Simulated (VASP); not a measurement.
# Ir3C in VASP: further runs

The runs below take Ir3C through single point, with LDA.

Program: VASP 6.6.1. These are calculated values, not measurements. Logs are shortened: lines on timing, memory, paths and dates and some standing lists are left out, and cuts for length are marked.

### 1 The cell of the first run

The cell holds a slab with vacuum, 4 atoms: a = 2.695 Å, b = 2.695 Å, c = 21.277 Å, α = 90.00°, β = 90.00°, γ = 120.00°.

### 2 Single point, LDA, collinear spin

INCAR

```
SYSTEM = Ir3C
ALGO = Normal
DIPOL = 0.5 0.5 0.352
EDIFF = 1E-6
ENCUT = 520
IDIPOL = 3
ISIF = 2
ISMEAR = 0
ISPIN = 2
LASPH = .True.
LCHARG = .True.
LDIPOL = .True.
LELF = .True.
LMAXMIX = 4
LORBIT = 11
LREAL = .False.
LVACPOTAV = .True.
LVHAR = .True.
LWAVE = .False.
MAGMOM = 0 0 0 2
NBANDS = 28
NELM = 150
PREC = Accurate
SIGMA = 0.1
```

KPOINTS

```
k-points
0
Gamma
  12 12 1
  0 0 0
```

POSCAR

```
Ir3C
1.0
    2.6946510889      0.0000000000      0.0000000000
   -1.3473255444      2.3336362973      0.0000000000
    0.0000000000      0.0000000000     21.2769546740
Ir C
3 1
Direct
    0.6666666667      0.3333333333      0.1879968286
    0.3333333333      0.6666666667      0.2885049938
    0.0000000000      0.0000000000      0.3890103072
    0.0000000000      0.0000000000      0.5408177463
```

Potentials or basis: VASP PAW LDA potentials, release 64 (Ir, C).

Launch:

```console
$ cat potpaw_LDA.64/Ir/POTCAR potpaw_LDA.64/C/POTCAR > POTCAR
$ mpirun -np 1 vasp_std > vasp.out
```

OUTCAR:

```text
SYSTEM = Ir3C
   EDIFF = 1E-6
   ENCUT = 520
   ISIF = 2
   ISMEAR = 0
   ISPIN = 2
   LASPH = .True.
   LORBIT = 11
   LREAL = .False.
   NELM = 150
   PREC = Accurate

 ion  position               nearest neighbor table
   1  0.667  0.333  0.188-   2 2.64   2 2.64   2 2.64
   2  0.333  0.667  0.289-   3 2.64   3 2.64   3 2.64   1 2.64   1 2.64   1 2.64
   3  0.000  0.000  0.389-   2 2.64   2 2.64   2 2.64
   4  0.000  0.000  0.541-

  LATTYP: Found a hexagonal cell.
 ALAT       =     2.6946510889
 C/A-ratio  =     7.8959961687

  Lattice vectors:

 A1 = (   2.6946510889,   0.0000000000,   0.0000000000)
 A2 = (  -1.3473255444,   2.3336362973,   0.0000000000)
 A3 = (   0.0000000000,   0.0000000000,  21.2769546740)

Analysis of symmetry for initial positions (statically):
=====================================================================
 Subroutine PRICEL returns:
 Original cell was already a primitive cell.

 Routine SETGRP: Setting up the symmetry group for a
 hexagonal supercell.

 Subroutine GETGRP returns: Found  6 space group operations
 (whereof  6 operations were pure point group operations)
 out of a pool of 24 trial point group operations.

The static configuration has the point symmetry C_3v.

Analysis of symmetry for dynamics (positions and initial velocities):
=====================================================================
 Subroutine PRICEL returns:
 Original cell was already a primitive cell.

 Routine SETGRP: Setting up the symmetry group for a
 hexagonal supercell.

 Subroutine GETGRP returns: Found  6 space group operations
 (whereof  6 operations were pure point group operations)
 out of a pool of 24 trial point group operations.

The dynamic configuration has the point symmetry C_3v.

Analysis of structural, dynamic, and magnetic symmetry:
=====================================================================
 Subroutine PRICEL returns:
 Original cell was already a primitive cell.

 Routine SETGRP: Setting up the symmetry group for a
 hexagonal supercell.

 Subroutine GETGRP returns: Found  6 space group operations
 (whereof  6 operations were pure point group operations)
 out of a pool of 24 trial point group operations.

The overall configuration has the point symmetry C_3v.

 Subroutine INISYM returns: Found  6 space group operations
 (whereof  6 operations are pure point group operations),
 and found     1 'primitive' translations

----------------------------------------------------------------------------------------
[... 125 lines left out ...]
  volume of cell :      133.80
 maximum number of plane-waves:      3675
 NGX is ok and might be reduce to    20
   NGX =  9   NGY =  9   NGZ = 79

 dipolmoment           0.000000      0.000000     -0.019142 electrons x Angstroem

 number of electron      30.9999999 magnetization       0.1211698

 dipolmoment           0.000000      0.000000      0.018964 electrons x Angstroem

 Free energy of the ion-electron system (eV)
  ---------------------------------------------------
  ext. energy  EPLUGINS =         0.00000000
  ---------------------------------------------------
  free energy    TOTEN  =       -32.43669243 eV

  energy without entropy =      -32.41206423  energy(sigma->0) =      -32.42437833

 E-fermi :  -0.1224     XC(G=0):  -6.5195

 val. band max:       -0.1264525938   @ k =   0.3333   0.3333   0.0000
 cond. band min:      -0.1048817358   @ k =   0.4167  -0.0000   0.0000
 fundamental gap:      0.0215708580
 Fermi energy:        -0.1223663031

 spin component 1

 k-point     1 :       0.0000    0.0000    0.0000
  band No.  band energies     occupation
      1     -10.6970      1.00000
      2     -10.4776      1.00000
      3      -8.4154      1.00000
      4      -8.2151      1.00000
      5      -4.2176      1.00000
      6      -4.2176      1.00000
[... 559 lines left out ...]
     26      10.3690      0.00000
     27      10.6318      0.00000
 Fermi energy:        -0.1223663031

 spin component 2

 k-point     1 :       0.0000    0.0000    0.0000
  band No.  band energies     occupation
      1     -10.6722      1.00000
      2     -10.3715      1.00000
      3      -8.4140      1.00000
      4      -8.2142      1.00000
      5      -4.2163      1.00000
      6      -4.2163      1.00000
[... 559 lines left out ...]
     26      10.3775      0.00000
     27      10.6381      0.00000
 [bands above 27 left out]

------------------------ aborting loop because EDIFF is reached ----------------------------------------

  FORCE on cell =-STRESS in cart. coord.  units (eV):
  Direction    XX          YY          ZZ          XY          YZ          ZX
  --------------------------------------------------------------------------------------
  -------------------------------------------------------------------------------------
  Total       -6.3017141     -6.3017141     -2.5715388     -0.0000000      0.0000000      0.0000000
  in kB      -75.4612686    -75.4612686    -30.7934598     -0.0000000      0.0000000      0.0000000
  external PRESSURE =     -60.5719990 kB  Pullay stress =       0.0000000 kB

 VOLUME and BASIS-vectors are now :
 -----------------------------------------------------------------------------
  energy-cutoff  :      520.00
  volume of cell :      133.80
      direct lattice vectors                 reciprocal lattice vectors
     2.694651089  0.000000000  0.000000000     0.371105559  0.214257895  0.000000000
    -1.347325544  2.333636297  0.000000000     0.000000000  0.428515789  0.000000000
     0.000000000  0.000000000 21.276954674     0.000000000  0.000000000  0.046999207

 POSITION                                       TOTAL-FORCE (eV/Angst)
 -----------------------------------------------------------------------------------
      1.34733      0.77788      4.00000        -0.000000     -0.000000     -0.230675
     -0.00000      1.55576      6.13851         0.000000      0.000000      0.246395
      0.00000      0.00000      8.27695         0.000000     -0.000000      0.909131
      0.00000      0.00000     11.50695        -0.000000      0.000000     -0.924851
 -----------------------------------------------------------------------------------
    total drift:                                0.000000      0.000000     -0.000045

  FREE ENERGIE OF THE ION-ELECTRON SYSTEM (eV)
  ---------------------------------------------------
  free  energy   TOTEN  =       -32.4366924250 eV

  energy  without entropy=      -32.4120642348  energy(sigma->0) =      -32.42437833

 vacuum level on the upper side and lower side of the slab         6.145         5.597

 total charge

# of ion       s       p       d       tot
------------------------------------------
    1        0.689   0.619   6.972   8.280
    2        0.695   0.793   7.035   8.523
    3        0.677   0.622   6.963   8.262
    4        1.054   0.853   0.000   1.906
--------------------------------------------------
tot          3.114   2.887  20.970  26.971

 magnetization (x)

# of ion       s       p       d       tot
------------------------------------------
    1        0.000   0.000  -0.001  -0.001
    2        0.000   0.000   0.001   0.001
    3        0.000   0.001   0.003   0.004
    4        0.004   0.056   0.000   0.060
--------------------------------------------------
tot          0.004   0.057   0.003   0.065
```

OSZICAR:

```text
N       E                     dE             d eps       ncg     rms          rms(c)
DAV:   1     0.275106511435E+03    0.27511E+03   -0.12001E+04  2128   0.931E+02
DAV:   2    -0.162841901183E+02   -0.29139E+03   -0.24697E+03  2148   0.279E+02
DAV:   3    -0.341364483820E+02   -0.17852E+02   -0.16606E+02  2800   0.748E+01
[... 25 lines left out ...]
DAV:  29    -0.324366741195E+02   -0.42003E-05   -0.20401E-05  2596   0.189E-02    0.261E-02
DAV:  30    -0.324366809608E+02   -0.68413E-05   -0.52307E-06  1908   0.153E-02    0.226E-02
DAV:  31    -0.324366884796E+02   -0.75188E-05   -0.40548E-06  1728   0.622E-03    0.220E-02
DAV:  32    -0.324366895864E+02   -0.11068E-05   -0.20229E-06  1656   0.747E-03    0.161E-02
DAV:  33    -0.324366924660E+02   -0.28796E-05   -0.12153E-06  1724   0.354E-03    0.122E-02
DAV:  34    -0.324366924250E+02    0.41009E-07   -0.80945E-07  1700   0.372E-03
   1 F= -.32436692E+02 E0= -.32424378E+02  d E =-.246282E-01  mag=     0.1219
```

Wall time 2.6 min (1 thread of Intel Xeon 6975P-C (Granite Rapids), shared host); peak memory 0.28 GiB.

Results:

```
Free energy                                           : -32.4367 eV
Largest force                                         : 0.925 eV/Å
Net moment                                            : 0.12 μB per cell
Site moments                                          : Ir -0.00, +0.00 (each value once); C +0.06 μB
Valence electrons inside the program's atomic spheres : Ir 8.28, 8.52, 8.26; C 1.91
```

Forces in eV/Å, atoms in the order of the input:
```
Ir   0.000  0.000 -0.231
Ir   0.000  0.000  0.246
Ir   0.000  0.000  0.909
C    0.000  0.000 -0.925
```

Caveat: spin-orbit coupling is left out, which moves the levels of the heavy elements.

### 3 Single point, LDA, collinear spin

INCAR

```
SYSTEM = Ir3C
  PREC = Accurate
  ENCUT = 520
  EDIFF = 1E-6
  ISMEAR = 0
  SIGMA = 0.1
  LREAL = .FALSE.
  LASPH = .TRUE.
  NELM = 150
  ALGO = Normal
  ISIF = 2
  LWAVE = .FALSE.
  LCHARG = .FALSE.
  ISPIN = 2
  MAGMOM = 0 0 0 2
  LORBIT = 11
  LMAXMIX = 4
  LDIPOL = .TRUE.
  IDIPOL = 3
  DIPOL = 0.5 0.5 0.326
  NBANDS = 28
```

KPOINTS

```
Automatic mesh
0
G
  12 12 1
  0 0 0
```

Edit POSCAR of step 2 so:

```diff
@@ -11,2 +11,2 @@
     0.0000000000      0.0000000000      0.3890103072
-    0.0000000000      0.0000000000      0.5408177463
+    0.3333333333     -0.3333333333      0.4392994588
```

Potentials or basis: VASP PAW LDA potentials, release 64 (Ir, C).

Launch:

```console
$ cat potpaw_LDA.64/Ir/POTCAR potpaw_LDA.64/C/POTCAR > POTCAR
$ mpirun -np 1 vasp_std > vasp.out
```

OUTCAR:

```text
SYSTEM = Ir3C
   PREC = Accurate
   ENCUT = 520
   EDIFF = 1E-6
   ISMEAR = 0
   LREAL = .FALSE.
   LASPH = .TRUE.
   NELM = 150
   ISIF = 2
   ISPIN = 2
   LORBIT = 11

 ion  position               nearest neighbor table
   1  0.667  0.333  0.188-   2 2.64   2 2.64   2 2.64
   2  0.333  0.667  0.289-   3 2.64   3 2.64   3 2.64   1 2.64   1 2.64   1 2.64
   3  0.000  0.000  0.389-   4 1.89   4 1.89   4 1.89   2 2.64   2 2.64   2 2.64
   4  0.333  0.667  0.439-   3 1.89   3 1.89   3 1.89

  LATTYP: Found a hexagonal cell.
 ALAT       =     2.6946510889
 C/A-ratio  =     7.8959961687

  Lattice vectors:

 A1 = (   2.6946510889,   0.0000000000,   0.0000000000)
 A2 = (  -1.3473255444,   2.3336362973,   0.0000000000)
 A3 = (   0.0000000000,   0.0000000000,  21.2769546740)

Analysis of symmetry for initial positions (statically):
=====================================================================
 Subroutine PRICEL returns:
 Original cell was already a primitive cell.

 Routine SETGRP: Setting up the symmetry group for a
 hexagonal supercell.

 Subroutine GETGRP returns: Found  6 space group operations
 (whereof  6 operations were pure point group operations)
 out of a pool of 24 trial point group operations.

The static configuration has the point symmetry C_3v.

Analysis of symmetry for dynamics (positions and initial velocities):
=====================================================================
 Subroutine PRICEL returns:
 Original cell was already a primitive cell.

 Routine SETGRP: Setting up the symmetry group for a
 hexagonal supercell.

 Subroutine GETGRP returns: Found  6 space group operations
 (whereof  6 operations were pure point group operations)
 out of a pool of 24 trial point group operations.

The dynamic configuration has the point symmetry C_3v.

Analysis of structural, dynamic, and magnetic symmetry:
=====================================================================
 Subroutine PRICEL returns:
 Original cell was already a primitive cell.

 Routine SETGRP: Setting up the symmetry group for a
 hexagonal supercell.

 Subroutine GETGRP returns: Found  6 space group operations
 (whereof  6 operations were pure point group operations)
 out of a pool of 24 trial point group operations.

The overall configuration has the point symmetry C_3v.

 Subroutine INISYM returns: Found  6 space group operations
 (whereof  6 operations are pure point group operations),
 and found     1 'primitive' translations

----------------------------------------------------------------------------------------

                                     Primitive cell

  volume of cell :     133.7966

  direct lattice vectors                    reciprocal lattice vectors
     2.694651089  0.000000000  0.000000000     0.371105559  0.214257895  0.000000000
    -1.347325544  2.333636297  0.000000000     0.000000000  0.428515789  0.000000000
     0.000000000  0.000000000 21.276954674     0.000000000  0.000000000  0.046999207

  length of vectors
[... 82 lines left out ...]
   EDIFFG = 0.1E-04   stopping-criterion for IOM
   NSW    =      0    number of steps for IOM
   IBRION =     -1    ionic relax: 0-MD 1-quasi-New 2-CG
   NFREE  =      0    steps in history (QN), initial steepest desc. (CG)
   ISIF   =      2    stress and relaxation
   ISYM   =      2    0-nonsym 1-usesym 2-fastsym
   POTIM  = 0.5000    time-step for ionic-motion
   TEBEG  =    0.0;   TEEND  =   0.0 temperature during run
   PSTRESS=    0.0 pullay stress
   NELECT =      31.0000    total number of electrons
   NUPDOWN=      -1.0000    fix difference up-down
   EMIN   =  10.00;   EMAX   =-10.00  energy-range for DOS
   EFERMI =   0.00;   METHOD = LEGACY
   ISMEAR =     0;   SIGMA  =   0.10  broadening in eV -4-tet -1-fermi 0-gaus
   EFERMI_NEDOS =   21; number of points for ismear=-14 and -15
   IALGO  =     38    algorithm
   IMIX   =      4    mixing-type and parameters
     AMIX     =   0.40;   BMIX     =  1.00
     AMIX_MAG =   1.60;   BMIX_MAG =  1.00
  volume/ion in A,a.u.               =      33.45       225.73
  Fermi-wavevector in a.u.,A,eV,Ry     =   1.005496  1.900112 13.755791  1.011022
  Thomas-Fermi vector in A             =   2.138179
   LORBIT       =     11    0 simple, 1 ext, 2 COOP (PROOUT), +10 PAW based schemes
   GGA     = CA    functional components
   LHFCALC =     F    Hartree Fock is set to
   AEXX    =    0.0000 exact exchange contribution
   IVDW    =     0    specifies the selected vdW correction
   LEPSILON=     F    determine dielectric tensor
   LRPA    =     F    only Hartree local field effects (RPA)
 spin polarized calculation
 Gauss-broadening in eV      SIGMA  =   0.10
  energy-cutoff  :      520.00
  volume of cell :      133.80
 maximum number of plane-waves:      3675
 NGX is ok and might be reduce to    20
   NGX =  9   NGY =  9   NGZ = 79

 dipolmoment           0.000000      0.000000      0.001180 electrons x Angstroem

 number of electron      30.9999999 magnetization       0.0002023

 dipolmoment           0.000000      0.000000     -0.010021 electrons x Angstroem

 Free energy of the ion-electron system (eV)
  ---------------------------------------------------
  ext. energy  EPLUGINS =         0.00000000
  ---------------------------------------------------
  free energy    TOTEN  =       -36.04224150 eV

  energy without entropy =      -36.01914756  energy(sigma->0) =      -36.03069453

 E-fermi :  -0.0211     XC(G=0):  -5.7546

 val. band max:       -0.0382680951   @ k =   0.3333   0.3333   0.0000
 cond. band min:       0.0311715772   @ k =   0.3333   0.0833   0.0000
 fundamental gap:      0.0694396722
 Fermi energy:        -0.0210784717

 spin component 1

 k-point     1 :       0.0000    0.0000    0.0000
  band No.  band energies     occupation
      1     -15.2772      1.00000
      2     -10.2533      1.00000
      3      -8.4675      1.00000
      4      -8.0544      1.00000
      5      -6.9253      1.00000
      6      -6.9253      1.00000
[... 559 lines left out ...]
     26      11.1252      0.00000
     27      12.4957      0.00000
 Fermi energy:        -0.0210784717

 spin component 2

 k-point     1 :       0.0000    0.0000    0.0000
  band No.  band energies     occupation
      1     -15.2772      1.00000
      2     -10.2533      1.00000
      3      -8.4674      1.00000
      4      -8.0543      1.00000
      5      -6.9253      1.00000
      6      -6.9253      1.00000
[... 559 lines left out ...]
     26      11.1253      0.00000
     27      12.4959      0.00000
 [bands above 27 left out]

------------------------ aborting loop because EDIFF is reached ----------------------------------------

 vacuum level on the upper side and lower side of the slab       (xc-potential included)        -0.252         0.004

  FORCE on cell =-STRESS in cart. coord.  units (eV):
  Direction    XX          YY          ZZ          XY          YZ          ZX
  --------------------------------------------------------------------------------------
  -------------------------------------------------------------------------------------
  Total       10.1931627     10.1931627      8.8049591      0.0000000      0.0000000     -0.0000000
  in kB      122.0602798    122.0602798    105.4369291      0.0000000      0.0000000     -0.0000000
  external PRESSURE =     116.5191629 kB  Pullay stress =       0.0000000 kB

 VOLUME and BASIS-vectors are now :
 -----------------------------------------------------------------------------
  energy-cutoff  :      520.00
  volume of cell :      133.80
      direct lattice vectors                 reciprocal lattice vectors
     2.694651089  0.000000000  0.000000000     0.371105559  0.214257895  0.000000000
    -1.347325544  2.333636297  0.000000000     0.000000000  0.428515789  0.000000000
     0.000000000  0.000000000 21.276954674     0.000000000  0.000000000  0.046999207

 POSITION                                       TOTAL-FORCE (eV/Angst)
 -----------------------------------------------------------------------------------
      1.34733      0.77788      4.00000        -0.000000      0.000000     -0.354806
     -0.00000      1.55576      6.13851        -0.000000      0.000000     -2.057555
      0.00000      0.00000      8.27695        -0.000000      0.000000     -0.315199
     -0.00000      1.55576      9.34695         0.000000     -0.000000      2.727560
 -----------------------------------------------------------------------------------
    total drift:                                0.000000      0.000000     -0.000581

  FREE ENERGIE OF THE ION-ELECTRON SYSTEM (eV)
  ---------------------------------------------------
  free  energy   TOTEN  =       -36.0422415008 eV

  energy  without entropy=      -36.0191475593  energy(sigma->0) =      -36.03069453

 vacuum level on the upper side and lower side of the slab         5.728         6.002

 total charge

# of ion       s       p       d       tot
------------------------------------------
    1        0.684   0.624   6.959   8.267
    2        0.699   0.794   7.134   8.628
    3        0.823   1.119   7.481   9.422
    4        0.951   1.463   0.000   2.414
--------------------------------------------------
tot          3.158   4.000  21.573  28.731

 magnetization (x)

# of ion       s       p       d       tot
------------------------------------------
    1        0.000   0.000   0.000   0.000
    2        0.000   0.000   0.000   0.000
    3        0.000   0.000   0.000   0.000
    4        0.000   0.000   0.000   0.000
--------------------------------------------------
tot          0.000   0.000   0.000   0.000
```

Wall time 8.1 min (1 thread of Intel Xeon 6975P-C (Granite Rapids), shared host); peak memory 0.28 GiB.

Results:

- Free energy: -36.0422 eV
- Largest force: 2.728 eV/Å
- Net moment: 0.00 μB per cell
- Valence electrons inside the program's atomic spheres: Ir 8.27, 8.63, 9.42; C 2.41

Forces on the atoms (eV/Å):
```
Ir   0.000  0.000 -0.355
Ir   0.000  0.000 -2.058
Ir   0.000  0.000 -0.315
C    0.000  0.000  2.728
```

Caveat: spin-orbit coupling is left out, which moves the levels of the heavy elements.
